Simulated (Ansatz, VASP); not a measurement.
# AlNi: VASP beside Ansatz

```
Ni Al
1.0
     2.88100    0.00000    0.00000
     0.00000    2.88100    0.00000
     0.00000    0.00000    2.88100
Ni Al
1 1
Direct
  0.50000 0.50000 0.50000
  0.00000 0.00000 0.00000
```

Alike in both runs: task single point; functional PBE; k mesh 8 × 8 × 8; occupations fermi-dirac, width 0.05 eV; collinear spin; fixed moment 0.5 μB.

|  | VASP | Ansatz |
| --- | --- | --- |
| version | VASP 6.6.1 | Ansatz 0.2.0 |
| potentials or method | VASP PAW PBE potentials, release 64 (Ni_sv_GW, Al) | Ansatz PAW |
| plane-wave cutoff (eV) | 690 | 420 |
| valence electrons in the cell | 21 | 21 |

VASP gave:

```
pressure (GPa)                                                : 1.7
net moment per atom (μB)                                      : 0.25
size of the moment on the site where the two differ most (μB) : 0.03
```

Estimate Ansatz's values.

pressure (GPa): 2.9; net moment per atom (μB): 0.25; size of the moment on the site where the two differ most (μB): 0.04.

Site moments also hang on the region over which each program counts them.
